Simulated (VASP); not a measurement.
# MgO in VASP: a series of runs

The runs below take MgO through single point, with PBE.

Program: VASP 6.6.1. These are calculated values, not measurements. Logs are shortened: lines on timing, memory, paths and dates and some standing lists are left out, and cuts for length are marked.

## (1) The cell of the first run

The structure is cubic, space group F-43m (No. 216). The conventional cell has a = 4.587 Å, b = 4.587 Å, c = 4.587 Å, α = 90.00°, β = 90.00°, γ = 90.00°. Mg (site symmetry -43m) has 4 O at 1.99 Å within 2.6 Å. Within 2.6 Å of O (site symmetry -43m) lie 4 Mg at 1.99 Å.

## (2) Single point, PBE (strain +0.5%)

The input, INCAR:

```
ALGO     = Normal         # electronic algorithm
EDIFF    = 1E-6           # SCF threshold, eV
ENCUT    = 520            # plane-wave cutoff, eV
GGA      = PE             # functional
ISIF     = 2              # what is computed and relaxed
ISMEAR   = 0              # smearing method
LASPH    = T              # aspherical terms in the spheres
LCHARG   = F              # write CHGCAR
LREAL    = F              # projectors in reciprocal space
LWAVE    = F              # write WAVECAR
NBANDS   = 11             # bands
NELM     = 80             # most SCF steps
PREC     = Accurate       # precision mode
SIGMA    = 0.01           # smearing width, eV
```

The input, KPOINTS:

```
k-points
0
Gamma
  6 6 6
```

The input, POSCAR:

```
MgO
1.0
    0.0000000000      2.2934156910      2.2934156910
    2.2934156910      0.0000000000      2.2934156910
    2.2934156910      2.2934156910      0.0000000000
Mg O
1 1
Direct
    0.0000000000      0.0000000000      0.0000000000
    0.2500000000      0.2500000000      0.2500000000
```

Potentials or basis: VASP PAW PBE potentials, release 64 (Mg, O).

The run is started by

```
cat potpaw_PBE.64/Mg/POTCAR potpaw_PBE.64/O/POTCAR > POTCAR
mpirun -np 1 vasp_std > vasp.out
```

OUTCAR:

```text
EDIFF = 1E-6
   ENCUT = 520
   GGA = PE
   ISIF = 2
   ISMEAR = 0
   LASPH = T
   LREAL = F
   NELM = 80
   PREC = Accurate

 ion  position               nearest neighbor table
   1  0.000  0.000  0.000-   2 1.99   2 1.99   2 1.99   2 1.99
   2  0.250  0.250  0.250-   1 1.99   1 1.99   1 1.99   1 1.99

  LATTYP: Found a face centered cubic cell.
 ALAT       =     4.5868313820

  Lattice vectors:

 A1 = (   0.0000000000,   2.2934156910,   2.2934156910)
 A2 = (   2.2934156910,   0.0000000000,   2.2934156910)
 A3 = (   2.2934156910,   2.2934156910,   0.0000000000)

Analysis of symmetry for initial positions (statically):
=====================================================================
 Subroutine PRICEL returns:
 Original cell was already a primitive cell.

 Routine SETGRP: Setting up the symmetry group for a
 face centered cubic supercell.

 Subroutine GETGRP returns: Found 24 space group operations
 (whereof 24 operations were pure point group operations)
 out of a pool of 48 trial point group operations.

The static configuration has the point symmetry T_d .

Analysis of symmetry for dynamics (positions and initial velocities):
=====================================================================
 Subroutine PRICEL returns:
 Original cell was already a primitive cell.

 Routine SETGRP: Setting up the symmetry group for a
 face centered cubic supercell.

 Subroutine GETGRP returns: Found 24 space group operations
 (whereof 24 operations were pure point group operations)
 out of a pool of 48 trial point group operations.

The dynamic configuration has the point symmetry T_d .

 Subroutine INISYM returns: Found 24 space group operations
 (whereof 24 operations are pure point group operations),
 and found     1 'primitive' translations

----------------------------------------------------------------------------------------

                                     Primitive cell

  volume of cell :      24.1256

  direct lattice vectors                    reciprocal lattice vectors
     0.000000000  2.293415691  2.293415691    -0.218015426  0.218015426  0.218015426
     2.293415691  0.000000000  2.293415691     0.218015426 -0.218015426  0.218015426
     2.293415691  2.293415691  0.000000000     0.218015426  0.218015426 -0.218015426

  length of vectors
     3.243379574  3.243379574  3.243379574     0.377613796  0.377613796  0.377613796

  position of ions in fractional coordinates (direct lattice)
     0.000000000  0.000000000  0.000000000
     0.250000000  0.250000000  0.250000000

  ion indices of the primitive-cell ions
   primitive index   ion index
                 1           1
                 2           2

----------------------------------------------------------------------------------------

 KPOINTS: k-points

Automatic generation of k-mesh.
 Grid dimensions read from file:
 generate k-points for:    6    6    6

 Generating k-lattice:

  Cartesian coordinates                     Fractional coordinates (reciprocal lattice)
    -0.036335904  0.036335904  0.036335904     0.166666667  0.000000000  0.000000000
     0.036335904 -0.036335904  0.036335904     0.000000000  0.166666667  0.000000000
     0.036335904  0.036335904 -0.036335904     0.000000000  0.000000000  0.166666667

  Length of vectors
     0.062935633  0.062935633  0.062935633

  Shift w.r.t. Gamma in fractional coordinates (k-lattice)
     0.000000000  0.000000000  0.000000000

 Subroutine IBZKPT returns following result:
 ===========================================

 Found     16 irreducible k-points:

 Following reciprocal coordinates:
            Coordinates               Weight
  0.000000  0.000000  0.000000      1.000000
  0.166667  0.000000  0.000000      8.000000
  0.333333  0.000000  0.000000      8.000000
  0.500000  0.000000  0.000000      4.000000
  0.166667  0.166667  0.000000      6.000000
  0.333333  0.166667  0.000000     24.000000
[... 8 lines left out ...]
 -0.333333  0.333333  0.166667     24.000000
 -0.333333  0.500000  0.166667     12.000000
   k-points           NKPTS =     16   k-points in BZ     NKDIM =     16   number of bands    NBANDS=     11
   number of dos      NEDOS =    301   number of ions     NIONS =      2
   total plane-waves  NPLWV =  13824
   dimension x,y,z NGX =    24 NGY =   24 NGZ =   24
   dimension x,y,z NGXF=    48 NGYF=   48 NGZF=   48
   ions per type =               1   1
   NGX,Y,Z   is equivalent  to a cutoff of  12.30, 12.30, 12.30 a.u.
   NGXF,Y,Z  is equivalent  to a cutoff of  24.60, 24.60, 24.60 a.u.
 SYSTEM =  unknown system
   PREC   = accura    normal or accurate (medium, high low for compatibility)
   ISTART =      0    job   : 0-new  1-cont  2-samecut
   ICHARG =      2    charge: 1-file 2-atom 10-const
   ISPIN  =      1    spin polarized calculation?
   LNONCOLLINEAR =      F non collinear calculations
   LSORBIT =      F    spin-orbit coupling
   LASPH  =      T    aspherical Exc in radial PAW
   ENCUT  =  520.0 eV  38.22 Ry    6.18 a.u.   6.03  6.03  6.03*2*pi/ulx,y,z
   NELM   =     80;   NELMIN=  2; NELMDL= -5     # of ELM steps
   EDIFF  = 0.1E-05   stopping-criterion for ELM
   LREAL  =      F    real-space projection
   EDIFFG = 0.1E-04   stopping-criterion for IOM
   NSW    =      0    number of steps for IOM
   IBRION =     -1    ionic relax: 0-MD 1-quasi-New 2-CG
   NFREE  =      0    steps in history (QN), initial steepest desc. (CG)
   ISIF   =      2    stress and relaxation
   ISYM   =      2    0-nonsym 1-usesym 2-fastsym
   POTIM  = 0.5000    time-step for ionic-motion
   TEBEG  =    0.0;   TEEND  =   0.0 temperature during run
   PSTRESS=    0.0 pullay stress
   NELECT =       8.0000    total number of electrons
   NUPDOWN=      -1.0000    fix difference up-down
   EMIN   =  10.00;   EMAX   =-10.00  energy-range for DOS
   EFERMI =   0.00;   METHOD = LEGACY
   ISMEAR =     0;   SIGMA  =   0.01  broadening in eV -4-tet -1-fermi 0-gaus
   EFERMI_NEDOS =   21; number of points for ismear=-14 and -15
   IALGO  =     38    algorithm
   IMIX   =      4    mixing-type and parameters
     AMIX     =   0.40;   BMIX     =  1.00
     AMIX_MAG =   1.60;   BMIX_MAG =  1.00
  volume/ion in A,a.u.               =      12.06        81.40
  Fermi-wavevector in a.u.,A,eV,Ry     =   1.133127  2.141300 17.469575  1.283978
  Thomas-Fermi vector in A             =   2.269830
   LORBIT       =      0    0 simple, 1 ext, 2 COOP (PROOUT), +10 PAW based schemes
   GGA     = PE    functional components
   LHFCALC =     F    Hartree Fock is set to
   AEXX    =    0.0000 exact exchange contribution
   IVDW    =     0    specifies the selected vdW correction
   LEPSILON=     F    determine dielectric tensor
   LRPA    =     F    only Hartree local field effects (RPA)
 non-spin polarized calculation
 Gauss-broadening in eV      SIGMA  =   0.01
  energy-cutoff  :      520.00
  volume of cell :       24.13
 maximum number of plane-waves:       656
   NGX = 13   NGY = 13   NGZ = 13

 number of electron       8.0000004 magnetization

 Free energy of the ion-electron system (eV)
  ---------------------------------------------------
  ext. energy  EPLUGINS =         0.00000000
  ---------------------------------------------------
  free energy    TOTEN  =       -11.69909985 eV

  energy without entropy =      -11.69909985  energy(sigma->0) =      -11.69909985

 E-fermi :   0.7710     XC(G=0):  -9.6562

 val. band max:        0.7115932494   @ k =   0.0000   0.0000   0.0000
 cond. band min:       4.2686447773   @ k =   0.0000   0.0000   0.0000
 fundamental gap:      3.5570515279
 Fermi energy:         0.7709886452

 k-point     1 :       0.0000    0.0000    0.0000
  band No.  band energies     occupation
      1     -15.1460      2.00000
      2       0.7116      2.00000
      3       0.7116      2.00000
      4       0.7116      2.00000
      5       4.2686      0.00000
      6      17.3620      0.00000
      7      17.3620      0.00000
      8      17.3620      0.00000
      9      20.8899      0.00000
     10      20.8900      0.00000
     11      20.9519      0.00000

 k-point     2 :       0.1667    0.0000    0.0000
  band No.  band energies     occupation
      1     -14.9935      2.00000
      2      -0.3531      2.00000
      3       0.6644      2.00000
      4       0.6644      2.00000
      5       5.5662      0.00000
      6      15.3174      0.00000
      7      17.0777      0.00000
      8      17.0777      0.00000
      9      19.2434      0.00000
     10      19.2434      0.00000
     11      20.0475      0.00000

 k-point     3 :       0.3333    0.0000    0.0000
  band No.  band energies     occupation
      1     -14.6703      2.00000
      2      -1.7342      2.00000
      3       0.5730      2.00000
      4       0.5730      2.00000
      5       7.6613      0.00000
      6      12.3519      0.00000
      7      15.7648      0.00000
      8      15.7648      0.00000
      9      19.8461      0.00000
     10      20.7350      0.00000
     11      20.7350      0.00000

 k-point     4 :       0.5000    0.0000    0.0000
  band No.  band energies     occupation
      1     -14.4978      2.00000
      2      -2.2879      2.00000
      3       0.5287      2.00000
      4       0.5287      2.00000
      5       9.3942      0.00000
      6      10.2853      0.00000
      7      15.2204      0.00000
      8      15.2204      0.00000
      9      20.1744      0.00000
     10      22.2671      0.00000
     11      22.2671      0.00000

 k-point     5 :       0.1667    0.1667    0.0000
  band No.  band energies     occupation
      1     -14.9440      2.00000
      2      -0.3711      2.00000
      3       0.5168      2.00000
      4       0.5168      2.00000
      5       5.8816      0.00000
      6      15.3052      0.00000
      7      16.2217      0.00000
      8      17.0326      0.00000
      9      17.0326      0.00000
     10      21.6680      0.00000
     11      23.0479      0.00000
[... 99 lines left out ...]
 k-point    13 :       0.5000    0.5000    0.0000
  band No.  band energies     occupation
      1     -14.3069      2.00000
      2      -1.7668      2.00000
      3      -0.0214      2.00000
      4      -0.0214      2.00000
      5       6.9327      0.00000
      6      12.1875      0.00000
      7      14.6098      0.00000
      8      17.2093      0.00000
      9      17.2093      0.00000
     10      22.4507      0.00000
     11      27.1583      0.00000

 k-point    14 :       0.5000    0.3333    0.1667
  band No.  band energies     occupation
      1     -14.4629      2.00000
      2      -1.5364      2.00000
      3      -0.2740      2.00000
      4       0.2536      2.00000
      5       8.2891      0.00000
      6      12.0069      0.00000
      7      13.9166      0.00000
      8      15.9783      0.00000
      9      18.9662      0.00000
     10      22.3479      0.00000
     11      24.6654      0.00000

 k-point    15 :      -0.3333    0.3333    0.1667
  band No.  band energies     occupation
      1     -14.3515      2.00000
      2      -1.4964      2.00000
      3      -0.6327      2.00000
      4       0.0896      2.00000
      5       8.7725      0.00000
      6      11.5414      0.00000
      7      13.8316      0.00000
      8      15.5643      0.00000
      9      20.3117      0.00000
     10      21.1999      0.00000
     11      25.9054      0.00000

 k-point    16 :      -0.3333    0.5000    0.1667
  band No.  band energies     occupation
      1     -14.3023      2.00000
      2      -1.3843      2.00000
      3      -0.5107      2.00000
      4      -0.2529      2.00000
      5       7.9459      0.00000
      6      12.2008      0.00000
      7      14.4452      0.00000
      8      15.1240      0.00000
      9      19.0258      0.00000
     10      23.3071      0.00000
     11      24.3115      0.00000

------------------------ aborting loop because EDIFF is reached ----------------------------------------

  FORCE on cell =-STRESS in cart. coord.  units (eV):
  Direction    XX          YY          ZZ          XY          YZ          ZX
  --------------------------------------------------------------------------------------
  -------------------------------------------------------------------------------------
  Total        0.2367742      0.2367742      0.2367742     -0.0000000     -0.0000000     -0.0000000
  in kB       15.7241305     15.7241305     15.7241305     -0.0000000     -0.0000000     -0.0000000
  external PRESSURE =      15.7241305 kB  Pullay stress =       0.0000000 kB

 VOLUME and BASIS-vectors are now :
 -----------------------------------------------------------------------------
  energy-cutoff  :      520.00
  volume of cell :       24.13
      direct lattice vectors                 reciprocal lattice vectors
     0.000000000  2.293415691  2.293415691    -0.218015426  0.218015426  0.218015426
     2.293415691  0.000000000  2.293415691     0.218015426 -0.218015426  0.218015426
     2.293415691  2.293415691  0.000000000     0.218015426  0.218015426 -0.218015426

 POSITION                                       TOTAL-FORCE (eV/Angst)
 -----------------------------------------------------------------------------------
      0.00000      0.00000      0.00000        -0.000000      0.000000      0.000000
      1.14671      1.14671      1.14671         0.000000     -0.000000     -0.000000
 -----------------------------------------------------------------------------------
    total drift:                               -0.000000     -0.000000     -0.000000

  FREE ENERGIE OF THE ION-ELECTRON SYSTEM (eV)
  ---------------------------------------------------
  free  energy   TOTEN  =       -11.6990998503 eV

  energy  without entropy=      -11.6990998503  energy(sigma->0) =      -11.69909985
```

It took 3.1 s on 1 thread of Intel Xeon 6975P-C, shared host; peak memory 0.14 GiB.

What came out:

* Free energy: -11.6991 eV
* Pressure: 1.6 GPa
* Band gap on the k mesh: 3.56 eV, direct

Levels at points of the mesh, in eV from the valence-band top:
```
           k point  band 2  band 3  band 4  band 5  band 6  band 7
(0.00, 0.00, 0.00)    0.00    0.00    0.00    3.56   16.65   16.65
(0.50, 0.00, 0.00)   -3.00   -0.18   -0.18    8.68    9.57   14.51
(0.50, 0.50, 0.00)   -2.48   -0.73   -0.73    6.22   11.48   13.90
```

Caveat: the cell differs from its parent crystal (strain +0.5%).

[end of part 1 of 4]
